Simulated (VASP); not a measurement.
# PbSe (Pm-3m) in VASP: single point with PBE

Aim: the single point of PbSe with PBE.

Program: VASP 6.6.1. These are calculated values, not measurements. Logs are shortened: lines on timing, memory, paths and dates and some standing lists are left out, and cuts for length are marked.

### Step 1. The cell of the first run

Symmetry: Pm-3m, No. 221, cubic system. Conventional cell: a = 3.768 Å, b = 3.768 Å, c = 3.768 Å, α = 90.00°, β = 90.00°, γ = 90.00°. Pb (site symmetry m-3m) has 8 Se at 3.26 Å and 6 Pb at 3.77 Å within 4.3 Å. Se (site symmetry m-3m) has 8 Pb at 3.26 Å and 6 Se at 3.77 Å within 4.3 Å.

### Step 2. Single point, PBE

INCAR reads:

```
SYSTEM = PbSe
PREC = Accurate
ENCUT = 500
EDIFF = 1E-6
ISMEAR = -1
SIGMA = 0.02
LREAL = .FALSE.
LASPH = .TRUE.
NELM = 120
ALGO = Normal
ISIF = 2
LWAVE = .FALSE.
LCHARG = .FALSE.
GGA = PE
NBANDS = 17
GGA_COMPAT = .FALSE.
```

KPOINTS reads:

```
Automatic mesh
0
G
  6 6 6
  0 0 0
```

POSCAR reads:

```
PbSe
1.0
    3.7681579098      0.0000000000      0.0000000000
    0.0000000000      3.7681579098      0.0000000000
    0.0000000000      0.0000000000      3.7681579098
Pb Se
1 1
Direct
    0.0000000000      0.0000000000      0.0000000000
    0.5000000000      0.5000000000      0.5000000000
```

Potentials or basis: VASP PAW PBE potentials, release 64 (Pb_d, Se).

Launch:

```
> cat potpaw_PBE.64/Pb_d/POTCAR potpaw_PBE.64/Se/POTCAR > POTCAR
> mpirun -np 1 vasp_std > vasp.out
```

OUTCAR:

```text
SYSTEM = PbSe
   PREC = Accurate
   ENCUT = 500
   EDIFF = 1E-6
   ISMEAR = -1
   LREAL = .FALSE.
   LASPH = .TRUE.
   NELM = 120
   ISIF = 2
   GGA = PE

 ion  position               nearest neighbor table
   1  0.000  0.000  0.000-   2 3.26   2 3.26   2 3.26   2 3.26   2 3.26   2 3.26   2 3.26   2 3.26

   2  0.500  0.500  0.500-   1 3.26   1 3.26   1 3.26   1 3.26   1 3.26   1 3.26   1 3.26   1 3.26

  LATTYP: Found a simple cubic cell.
 ALAT       =     3.7681579098

  Lattice vectors:

 A1 = (   3.7681579098,   0.0000000000,   0.0000000000)
 A2 = (   0.0000000000,   3.7681579098,   0.0000000000)
 A3 = (   0.0000000000,   0.0000000000,   3.7681579098)

Analysis of symmetry for initial positions (statically):
=====================================================================
 Subroutine PRICEL returns:
 Original cell was already a primitive cell.

 Routine SETGRP: Setting up the symmetry group for a
 simple cubic supercell.

 Subroutine GETGRP returns: Found 48 space group operations
 (whereof 48 operations were pure point group operations)
 out of a pool of 48 trial point group operations.

The static configuration has the point symmetry O_h .

Analysis of symmetry for dynamics (positions and initial velocities):
=====================================================================
 Subroutine PRICEL returns:
 Original cell was already a primitive cell.

 Routine SETGRP: Setting up the symmetry group for a
 simple cubic supercell.

 Subroutine GETGRP returns: Found 48 space group operations
 (whereof 48 operations were pure point group operations)
 out of a pool of 48 trial point group operations.

The dynamic configuration has the point symmetry O_h .

 Subroutine INISYM returns: Found 48 space group operations
 (whereof 48 operations are pure point group operations),
 and found     1 'primitive' translations

----------------------------------------------------------------------------------------

                                     Primitive cell

  volume of cell :      53.5041

  direct lattice vectors                    reciprocal lattice vectors
     3.768157910  0.000000000  0.000000000     0.265381660  0.000000000  0.000000000
     0.000000000  3.768157910  0.000000000     0.000000000  0.265381660  0.000000000
     0.000000000  0.000000000  3.768157910     0.000000000  0.000000000  0.265381660

  length of vectors
     3.768157910  3.768157910  3.768157910     0.265381660  0.265381660  0.265381660

  position of ions in fractional coordinates (direct lattice)
     0.000000000  0.000000000  0.000000000
     0.500000000  0.500000000  0.500000000

  ion indices of the primitive-cell ions
   primitive index   ion index
                 1           1
                 2           2

----------------------------------------------------------------------------------------

 KPOINTS: Automatic mesh

Automatic generation of k-mesh.
 Grid dimensions read from file:
 generate k-points for:    6    6    6

 Generating k-lattice:

  Cartesian coordinates                     Fractional coordinates (reciprocal lattice)
     0.044230277  0.000000000  0.000000000     0.166666667  0.000000000  0.000000000
     0.000000000  0.044230277  0.000000000     0.000000000  0.166666667  0.000000000
     0.000000000  0.000000000  0.044230277     0.000000000  0.000000000  0.166666667

  Length of vectors
     0.044230277  0.044230277  0.044230277

  Shift w.r.t. Gamma in fractional coordinates (k-lattice)
     0.000000000  0.000000000  0.000000000

 Subroutine IBZKPT returns following result:
 ===========================================

 Found     20 irreducible k-points:

 Following reciprocal coordinates:
            Coordinates               Weight
  0.000000  0.000000  0.000000      1.000000
  0.166667  0.000000  0.000000      6.000000
  0.333333  0.000000  0.000000      6.000000
  0.500000  0.000000  0.000000      3.000000
  0.166667  0.166667  0.000000     12.000000
  0.333333  0.166667  0.000000     24.000000
[... 12 lines left out ...]
  0.500000  0.500000  0.333333      6.000000
  0.500000  0.500000  0.500000      1.000000
   k-points           NKPTS =     20   k-points in BZ     NKDIM =     20   number of bands    NBANDS=     17
   number of dos      NEDOS =    301   number of ions     NIONS =      2
   total plane-waves  NPLWV =  21952
   dimension x,y,z NGX =    28 NGY =   28 NGZ =   28
   dimension x,y,z NGXF=    56 NGYF=   56 NGZF=   56
   ions per type =               1   1
   NGX,Y,Z   is equivalent  to a cutoff of  12.35, 12.35, 12.35 a.u.
   NGXF,Y,Z  is equivalent  to a cutoff of  24.71, 24.71, 24.71 a.u.
 SYSTEM =  PbSe
   PREC   = accura    normal or accurate (medium, high low for compatibility)
   ISTART =      0    job   : 0-new  1-cont  2-samecut
   ICHARG =      2    charge: 1-file 2-atom 10-const
   ISPIN  =      1    spin polarized calculation?
   LNONCOLLINEAR =      F non collinear calculations
   LSORBIT =      F    spin-orbit coupling
   LASPH  =      T    aspherical Exc in radial PAW
   ENCUT  =  500.0 eV  36.75 Ry    6.06 a.u.   6.87  6.87  6.87*2*pi/ulx,y,z
   NELM   =    120;   NELMIN=  2; NELMDL= -5     # of ELM steps
   EDIFF  = 0.1E-05   stopping-criterion for ELM
   LREAL  =      F    real-space projection
   EDIFFG = 0.1E-04   stopping-criterion for IOM
   NSW    =      0    number of steps for IOM
   IBRION =     -1    ionic relax: 0-MD 1-quasi-New 2-CG
   NFREE  =      0    steps in history (QN), initial steepest desc. (CG)
   ISIF   =      2    stress and relaxation
   ISYM   =      2    0-nonsym 1-usesym 2-fastsym
   POTIM  = 0.5000    time-step for ionic-motion
   TEBEG  =    0.0;   TEEND  =   0.0 temperature during run
   PSTRESS=    0.0 pullay stress
   NELECT =      20.0000    total number of electrons
   NUPDOWN=      -1.0000    fix difference up-down
   EMIN   =  10.00;   EMAX   =-10.00  energy-range for DOS
   EFERMI =   0.00;   METHOD = LEGACY
   ISMEAR =    -1;   SIGMA  =   0.02  broadening in eV -4-tet -1-fermi 0-gaus
   EFERMI_NEDOS =   21; number of points for ismear=-14 and -15
   IALGO  =     38    algorithm
   IMIX   =      4    mixing-type and parameters
     AMIX     =   0.40;   BMIX     =  1.00
     AMIX_MAG =   1.60;   BMIX_MAG =  1.00
  volume/ion in A,a.u.               =      26.75       180.53
  Fermi-wavevector in a.u.,A,eV,Ry     =   1.179295  2.228544 18.922117  1.390736
  Thomas-Fermi vector in A             =   2.315608
   LORBIT       =      0    0 simple, 1 ext, 2 COOP (PROOUT), +10 PAW based schemes
   GGA     = PE    functional components
   LHFCALC =     F    Hartree Fock is set to
   AEXX    =    0.0000 exact exchange contribution
   IVDW    =     0    specifies the selected vdW correction
   LEPSILON=     F    determine dielectric tensor
   LRPA    =     F    only Hartree local field effects (RPA)
 non-spin polarized calculation
  energy-cutoff  :      500.00
  volume of cell :       53.50
 maximum number of plane-waves:      1388
 NGX is ok and might be reduce to    28
   NGX = 13   NGY = 13   NGZ = 13

 number of electron      20.0000011 magnetization

 Free energy of the ion-electron system (eV)
  ---------------------------------------------------
  ext. energy  EPLUGINS =         0.00000000
  ---------------------------------------------------
  free energy    TOTEN  =        -7.70760464 eV

  energy without entropy =       -7.70575184  energy(sigma->0) =       -7.70667824

 E-fermi :   5.5207     XC(G=0): -10.0138

 val. band max:        5.4696811018   @ k =   0.5000   0.5000   0.0000
 cond. band min:       5.5269011883   @ k =   0.5000   0.3333   0.3333
 fundamental gap:      0.0572200865
 Fermi energy:         5.5207128346

 k-point     1 :       0.0000    0.0000    0.0000
  band No.  band energies     occupation
      1     -11.4765      2.00000
      2     -11.4765      2.00000
      3     -11.3209      2.00000
      4     -11.3209      2.00000
      5     -11.3209      2.00000
      6      -7.8017      2.00000
[... 9 lines left out ...]
     16      16.8975      0.00000
     17      18.3335      0.00000

 k-point     2 :       0.1667    0.0000    0.0000
  band No.  band energies     occupation
      1     -11.4747      2.00000
      2     -11.4465      2.00000
      3     -11.3320      2.00000
      4     -11.3320      2.00000
      5     -11.3199      2.00000
      6      -7.5971      2.00000
[... 9 lines left out ...]
     16      17.0821      0.00000
     17      17.6889      0.00000

 k-point     3 :       0.3333    0.0000    0.0000
  band No.  band energies     occupation
      1     -11.4712      2.00000
      2     -11.3870      2.00000
      3     -11.3541      2.00000
      4     -11.3541      2.00000
      5     -11.3179      2.00000
      6      -7.0792      2.00000
[... 9 lines left out ...]
     16      15.4661      0.00000
     17      18.1819      0.00000

 k-point     4 :       0.5000    0.0000    0.0000
  band No.  band energies     occupation
      1     -11.4694      2.00000
      2     -11.3651      2.00000
      3     -11.3651      2.00000
      4     -11.3573      2.00000
      5     -11.3169      2.00000
      6      -6.7181      2.00000
[... 9 lines left out ...]
     16      18.4948      0.00000
     17      18.8347      0.00000
[... 263 lines left out ...]
      1     -11.4166      2.00000
      2     -11.4030      2.00000
      3     -11.3877      2.00000
      4     -11.3278      2.00000
      5     -11.2961      2.00000
      6      -5.9768      2.00000
[... 9 lines left out ...]
     16      17.3370      0.00000
     17      20.6907      0.00000

 k-point    19 :       0.5000    0.5000    0.3333
  band No.  band energies     occupation
      1     -11.4265      2.00000
      2     -11.4012      2.00000
      3     -11.4012      2.00000
      4     -11.3114      2.00000
      5     -11.2786      2.00000
      6      -5.8799      2.00000
[... 9 lines left out ...]
     16      18.3644      0.00000
     17      21.1815      0.00000

 k-point    20 :       0.5000    0.5000    0.5000
  band No.  band energies     occupation
      1     -11.4159      2.00000
      2     -11.4159      2.00000
      3     -11.4159      2.00000
      4     -11.2780      2.00000
      5     -11.2780      2.00000
      6      -5.8159      2.00000
[... 9 lines left out ...]
     16      19.3884      0.00000
     17      22.8443      0.00000

------------------------ aborting loop because EDIFF is reached ----------------------------------------

  FORCE on cell =-STRESS in cart. coord.  units (eV):
  Direction    XX          YY          ZZ          XY          YZ          ZX
  --------------------------------------------------------------------------------------
  -------------------------------------------------------------------------------------
  Total        0.1594214      0.1594214      0.1594214      0.0000000      0.0000000     -0.0000000
  in kB        4.7738624      4.7738624      4.7738624      0.0000000      0.0000000     -0.0000000
  external PRESSURE =       4.7738624 kB  Pullay stress =       0.0000000 kB

 VOLUME and BASIS-vectors are now :
 -----------------------------------------------------------------------------
  energy-cutoff  :      500.00
  volume of cell :       53.50
      direct lattice vectors                 reciprocal lattice vectors
     3.768157910  0.000000000  0.000000000     0.265381660  0.000000000  0.000000000
     0.000000000  3.768157910  0.000000000     0.000000000  0.265381660  0.000000000
     0.000000000  0.000000000  3.768157910     0.000000000  0.000000000  0.265381660

 POSITION                                       TOTAL-FORCE (eV/Angst)
 -----------------------------------------------------------------------------------
      0.00000      0.00000      0.00000         0.000000      0.000000      0.000000
      1.88408      1.88408      1.88408         0.000000      0.000000      0.000000
 -----------------------------------------------------------------------------------
    total drift:                               -0.000000      0.000000     -0.000000

  FREE ENERGIE OF THE ION-ELECTRON SYSTEM (eV)
  ---------------------------------------------------
  free  energy   TOTEN  =        -7.7076046386 eV

  energy  without entropy=       -7.7057518401  energy(sigma->0) =       -7.70667824
```

Wall time 23 s (1 thread of Intel Xeon 8259CL, shared host); peak memory 0.16 GiB.

What came out:

| Property | Result |
| --- | --- |
| Free energy | -7.7076 eV |
| Pressure | 0.5 GPa |
| Band gap on the k mesh | zero (bands 10 and 11 overlap by 0.76 eV) |

Caveat: semilocal functionals underestimate gaps, so a narrow gap can read as zero; spin-orbit coupling is left out, which moves the levels of the heavy elements.
